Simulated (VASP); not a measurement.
# WC (P-6m2) in VASP: single point with PBEsol

Aim: the single point of WC with PBEsol.

All numbers are computed with VASP 6.6.1; they aren't measurements. Logs are shortened: lines on timing, memory, paths and dates and some standing lists are left out, and cuts for length are marked.

## 1. The cell of the first run

Symmetry: P-6m2, No. 187, hexagonal system. Conventional cell: a = 2.906 Å, b = 2.906 Å, c = 2.837 Å, α = 90.00°, β = 90.00°, γ = 120.00°. W (site symmetry -6m2) has 6 C at 2.20 Å and 8 W at 2.84 to 2.91 Å within 3.0 Å. C (site symmetry -6m2) has 6 W at 2.20 Å and 8 C at 2.84 to 2.91 Å within 3.0 Å.

## 2. Single point, PBEsol

Input file INCAR:

```
ALGO     = Normal         # electronic algorithm
EDIFF    = 1E-6           # SCF threshold, eV
ENCUT    = 910            # plane-wave cutoff, eV
GGA      = PS             # functional
GGA_COMPAT= F            
ISIF     = 2              # what is computed and relaxed
ISMEAR   = -1             # smearing method
LASPH    = T              # aspherical terms in the spheres
LCHARG   = F              # write CHGCAR
LREAL    = F              # projectors in reciprocal space
LWAVE    = F              # write WAVECAR
NBANDS   = 16             # bands
NELM     = 120            # most SCF steps
PREC     = Accurate       # precision mode
SIGMA    = 0.05           # smearing width, eV
```

Input file KPOINTS:

```
k-points
0
Gamma
  11 11 10
```

Input file POSCAR:

```
WC
1.0
    2.9065000000      0.0000000000      0.0000000000
   -1.4532500000      2.5171000000      0.0000000000
    0.0000000000      0.0000000000      2.8366000000
W C
1 1
Direct
    0.0000000000      0.0000000000      0.0000000000
    0.6666666667      0.3333333333      0.5000000000
```

Potentials or basis: VASP PAW PBE potentials, release 64 (W_sv, C_h).

Started as:

```console
$ cat potpaw_PBE.64/W_sv/POTCAR potpaw_PBE.64/C_h/POTCAR > POTCAR
$ mpirun -np 1 vasp_std > vasp.out
```

OUTCAR:

```text
EDIFF = 1E-6
   ENCUT = 910
   GGA = PS
   ISIF = 2
   ISMEAR = -1
   LASPH = T
   LREAL = F
   NELM = 120
   PREC = Accurate

 ion  position               nearest neighbor table
   1  0.000  0.000  0.000-   2 2.20   2 2.20   2 2.20   2 2.20   2 2.20   2 2.20
   2  0.667  0.333  0.500-   1 2.20   1 2.20   1 2.20   1 2.20   1 2.20   1 2.20

  LATTYP: Found a hexagonal cell.
 ALAT       =     2.9065000000
 C/A-ratio  =     0.9759504559

  Lattice vectors:

 A1 = (   2.9065000000,   0.0000000000,   0.0000000000)
 A2 = (  -1.4532500000,   2.5171000000,   0.0000000000)
 A3 = (   0.0000000000,   0.0000000000,   2.8366000000)

Analysis of symmetry for initial positions (statically):
=====================================================================
 Subroutine PRICEL returns:
 Original cell was already a primitive cell.

 Routine SETGRP: Setting up the symmetry group for a
 hexagonal supercell.

 Subroutine GETGRP returns: Found 12 space group operations
 (whereof 12 operations were pure point group operations)
 out of a pool of 24 trial point group operations.

The static configuration has the point symmetry D_3h.

Analysis of symmetry for dynamics (positions and initial velocities):
=====================================================================
 Subroutine PRICEL returns:
 Original cell was already a primitive cell.

 Routine SETGRP: Setting up the symmetry group for a
 hexagonal supercell.

 Subroutine GETGRP returns: Found 12 space group operations
 (whereof 12 operations were pure point group operations)
 out of a pool of 24 trial point group operations.

The dynamic configuration has the point symmetry D_3h.

 Subroutine INISYM returns: Found 12 space group operations
 (whereof 12 operations are pure point group operations),
 and found     1 'primitive' translations

----------------------------------------------------------------------------------------

                                     Primitive cell

  volume of cell :      20.7524

  direct lattice vectors                    reciprocal lattice vectors
     2.906500000  0.000000000  0.000000000     0.344056425  0.198641294  0.000000000
    -1.453250000  2.517100000  0.000000000     0.000000000  0.397282587  0.000000000
     0.000000000  0.000000000  2.836600000     0.000000000  0.000000000  0.352534725

  length of vectors
     2.906500000  2.906497544  2.836600000     0.397282251  0.397282587  0.352534725

  position of ions in fractional coordinates (direct lattice)
     0.000000000  0.000000000  0.000000000
     0.666666667  0.333333333  0.500000000

  ion indices of the primitive-cell ions
   primitive index   ion index
                 1           1
                 2           2

----------------------------------------------------------------------------------------

 KPOINTS: k-points

Automatic generation of k-mesh.
 Grid dimensions read from file:
 generate k-points for:   11   11   10

 Generating k-lattice:

  Cartesian coordinates                     Fractional coordinates (reciprocal lattice)
     0.031277857  0.018058299  0.000000000     0.090909091  0.000000000  0.000000000
     0.000000000  0.036116599  0.000000000     0.000000000  0.090909091  0.000000000
     0.000000000  0.000000000  0.035253472     0.000000000  0.000000000  0.100000000

  Length of vectors
     0.036116568  0.036116599  0.035253472

  Shift w.r.t. Gamma in fractional coordinates (k-lattice)
     0.000000000  0.000000000  0.000000000

 Subroutine IBZKPT returns following result:
 ===========================================

 Found     96 irreducible k-points:

 Following reciprocal coordinates:
            Coordinates               Weight
  0.000000  0.000000  0.000000      1.000000
  0.090909  0.000000  0.000000      6.000000
  0.181818  0.000000  0.000000      6.000000
  0.272727  0.000000  0.000000      6.000000
  0.363636  0.000000  0.000000      6.000000
  0.454545  0.000000  0.000000      6.000000
[... 16 lines left out ...]
  0.090909  0.090909  0.100000     12.000000
  0.181818  0.090909  0.100000     24.000000
 [... further k-points ...]
   k-points           NKPTS =     96   k-points in BZ     NKDIM =     96   number of bands    NBANDS=     16
   number of dos      NEDOS =    301   number of ions     NIONS =      2
   total plane-waves  NPLWV =  25200
   dimension x,y,z NGX =    30 NGY =   30 NGZ =   28
   dimension x,y,z NGXF=    60 NGYF=   60 NGZF=   56
   ions per type =               1   1
   NGX,Y,Z   is equivalent  to a cutoff of  17.16, 17.16, 16.41 a.u.
   NGXF,Y,Z  is equivalent  to a cutoff of  34.32, 34.32, 32.82 a.u.
 SYSTEM =  unknown system
   PREC   = accura    normal or accurate (medium, high low for compatibility)
   ISTART =      0    job   : 0-new  1-cont  2-samecut
   ICHARG =      2    charge: 1-file 2-atom 10-const
   ISPIN  =      1    spin polarized calculation?
   LNONCOLLINEAR =      F non collinear calculations
   LSORBIT =      F    spin-orbit coupling
   LASPH  =      T    aspherical Exc in radial PAW
   ENCUT  =  910.0 eV  66.88 Ry    8.18 a.u.   7.15  7.15  6.98*2*pi/ulx,y,z
   NELM   =    120;   NELMIN=  2; NELMDL= -5     # of ELM steps
   EDIFF  = 0.1E-05   stopping-criterion for ELM
   LREAL  =      F    real-space projection
   EDIFFG = 0.1E-04   stopping-criterion for IOM
   NSW    =      0    number of steps for IOM
   IBRION =     -1    ionic relax: 0-MD 1-quasi-New 2-CG
   NFREE  =      0    steps in history (QN), initial steepest desc. (CG)
   ISIF   =      2    stress and relaxation
   ISYM   =      2    0-nonsym 1-usesym 2-fastsym
   POTIM  = 0.5000    time-step for ionic-motion
   TEBEG  =    0.0;   TEEND  =   0.0 temperature during run
   PSTRESS=    0.0 pullay stress
   NELECT =      18.0000    total number of electrons
   NUPDOWN=      -1.0000    fix difference up-down
   EMIN   =  10.00;   EMAX   =-10.00  energy-range for DOS
   EFERMI =   0.00;   METHOD = LEGACY
   ISMEAR =    -1;   SIGMA  =   0.05  broadening in eV -4-tet -1-fermi 0-gaus
   EFERMI_NEDOS =   21; number of points for ismear=-14 and -15
   IALGO  =     38    algorithm
   IMIX   =      4    mixing-type and parameters
     AMIX     =   0.40;   BMIX     =  1.00
     AMIX_MAG =   1.60;   BMIX_MAG =  1.00
  volume/ion in A,a.u.               =      10.38        70.02
  Fermi-wavevector in a.u.,A,eV,Ry     =   1.561263  2.950359 33.164769  2.437542
  Thomas-Fermi vector in A             =   2.664354
   LORBIT       =      0    0 simple, 1 ext, 2 COOP (PROOUT), +10 PAW based schemes
   GGA     = PS    functional components
   LHFCALC =     F    Hartree Fock is set to
   AEXX    =    0.0000 exact exchange contribution
   IVDW    =     0    specifies the selected vdW correction
   LEPSILON=     F    determine dielectric tensor
   LRPA    =     F    only Hartree local field effects (RPA)
 non-spin polarized calculation
  energy-cutoff  :      910.00
  volume of cell :       20.75
 maximum number of plane-waves:      1312
 NGX is ok and might be reduce to    30
   NGX = 15   NGY = 15   NGZ = 13

 number of electron      18.0000001 magnetization

 Free energy of the ion-electron system (eV)
  ---------------------------------------------------
  ext. energy  EPLUGINS =         0.00000000
  ---------------------------------------------------
  free energy    TOTEN  =       -23.90786048 eV

  energy without entropy =      -23.90562936  energy(sigma->0) =      -23.90674492

 E-fermi :  11.3148     XC(G=0): -13.9673

 val. band max:       11.2592508205   @ k =   0.4545   0.0909   0.5000
 cond. band min:      11.3303725194   @ k =   0.2727   0.2727   0.0000
 fundamental gap:      0.0711216989
 Fermi energy:        11.3147639150

 k-point     1 :       0.0000    0.0000    0.0000
  band No.  band energies     occupation
      1     -62.6772      2.00000
      2     -26.6643      2.00000
      3     -26.5592      2.00000
      4     -26.5592      2.00000
      5      -3.1647      2.00000
      6       6.9313      2.00000
[... 8 lines left out ...]
     15      25.5623      0.00000
     16      27.9621      0.00000

 k-point     2 :       0.0909    0.0000    0.0000
  band No.  band energies     occupation
      1     -62.6726      2.00000
      2     -26.6555      2.00000
      3     -26.6278      2.00000
      4     -26.5747      2.00000
      5      -2.9471      2.00000
      6       6.9749      2.00000
[... 8 lines left out ...]
     15      25.1651      0.00000
     16      28.4176      0.00000

 k-point     3 :       0.1818    0.0000    0.0000
  band No.  band energies     occupation
      1     -62.6601      2.00000
      2     -26.8085      2.00000
      3     -26.6317      2.00000
      4     -26.6161      2.00000
      5      -2.3394      2.00000
      6       6.4295      2.00000
[... 8 lines left out ...]
     15      24.8933      0.00000
     16      29.6484      0.00000

 k-point     4 :       0.2727    0.0000    0.0000
  band No.  band energies     occupation
      1     -62.6437      2.00000
      2     -27.0382      2.00000
      3     -26.6698      2.00000
      4     -26.6004      2.00000
      5      -1.4688      2.00000
      6       5.5191      2.00000
[... 8 lines left out ...]
     15      25.5117      0.00000
     16      29.1809      0.00000

 k-point     5 :       0.3636    0.0000    0.0000
  band No.  band energies     occupation
      1     -62.6287      2.00000
      2     -27.2429      2.00000
      3     -26.7187      2.00000
      4     -26.5715      2.00000
      5      -0.5425      2.00000
      6       4.7502      2.00000
[... 8 lines left out ...]
     15      25.9263      0.00000
     16      27.9210      0.00000

 k-point     6 :       0.4545    0.0000    0.0000
  band No.  band energies     occupation
      1     -62.6197      2.00000
      2     -27.3618      2.00000
      3     -26.7475      2.00000
      4     -26.5542      2.00000
      5       0.1144      2.00000
      6       4.2878      2.00000
[... 8 lines left out ...]
     15      24.3153      0.00000
     16      29.1206      0.00000
[... 267 lines left out ...]
 k-point    21 :       0.3636    0.0000    0.1000
  band No.  band energies     occupation
      1     -62.6249      2.00000
      2     -27.2328      2.00000
      3     -26.7113      2.00000
      4     -26.6411      2.00000
      5      -0.4254      2.00000
      6       4.7502      2.00000
[... 8 lines left out ...]
     15      25.3801      0.00000
     16      27.9390      0.00000

 k-point    22 :       0.4545    0.0000    0.1000
  band No.  band energies     occupation
      1     -62.6159      2.00000
      2     -27.3511      2.00000
      3     -26.7399      2.00000
      4     -26.6229      2.00000
      5       0.1886      2.00000
      6       4.2265      2.00000
[... 8 lines left out ...]
     15      24.2745      0.00000
     16      28.9334      0.00000

 k-point    23 :       0.0909    0.0909    0.1000
  band No.  band energies     occupation
      1     -62.6601      2.00000
      2     -26.7433      2.00000
      3     -26.7101      2.00000
      4     -26.6007      2.00000
      5      -2.3118      2.00000
      6       6.7792      2.00000
[... 8 lines left out ...]
     15      24.7956      0.00000
     16      28.8057      0.00000

 k-point    24 :       0.1818    0.0909    0.1000
  band No.  band energies     occupation
      1     -62.6458      2.00000
      2     -26.9347      2.00000
      3     -26.6832      2.00000
      4     -26.6584      2.00000
      5      -1.6000      2.00000
      6       6.0048      2.00000
[... 8 lines left out ...]
     15      24.7578      0.00000
     16      29.0430      0.00000

 [... further k-points ...]

------------------------ aborting loop because EDIFF is reached ----------------------------------------

  FORCE on cell =-STRESS in cart. coord.  units (eV):
  Direction    XX          YY          ZZ          XY          YZ          ZX
  --------------------------------------------------------------------------------------
  -------------------------------------------------------------------------------------
  Total       -0.2715737     -0.2715731     -0.3620897      0.0000000      0.0000000      0.0000000
  in kB      -20.9666702    -20.9666230    -27.9548936      0.0000000      0.0000000      0.0000000
  external PRESSURE =     -23.2960623 kB  Pullay stress =       0.0000000 kB

 VOLUME and BASIS-vectors are now :
 -----------------------------------------------------------------------------
  energy-cutoff  :      910.00
  volume of cell :       20.75
      direct lattice vectors                 reciprocal lattice vectors
     2.906500000  0.000000000  0.000000000     0.344056425  0.198641294  0.000000000
    -1.453250000  2.517100000  0.000000000     0.000000000  0.397282587  0.000000000
     0.000000000  0.000000000  2.836600000     0.000000000  0.000000000  0.352534725

 POSITION                                       TOTAL-FORCE (eV/Angst)
 -----------------------------------------------------------------------------------
      0.00000      0.00000      0.00000         0.000000      0.000000      0.000000
      1.45325      0.83903      1.41830        -0.000000      0.000000      0.000000
 -----------------------------------------------------------------------------------
    total drift:                               -0.000000     -0.000009      0.000000

  FREE ENERGIE OF THE ION-ELECTRON SYSTEM (eV)
  ---------------------------------------------------
  free  energy   TOTEN  =       -23.9078604783 eV

  energy  without entropy=      -23.9056293624  energy(sigma->0) =      -23.90674492
```

It took 44 s on 1 thread of AMD EPYC 7R13 (Zen 3), shared host; peak memory 0.2 GiB.

Results:

- Free energy: -23.9079 eV
- Pressure: -2.3 GPa
- Band gap on the k mesh: zero (bands 9 and 10 overlap by 1.26 eV)

Caveat: the cutoff is under 1.25 times the usual one of these potentials, so pressure, stress and relaxed cells hold a basis-set (Pulay) error; the PAW data sets were made with another functional, which shifts forces and pressure a little; spin-orbit coupling is left out, which moves the levels of the heavy elements.
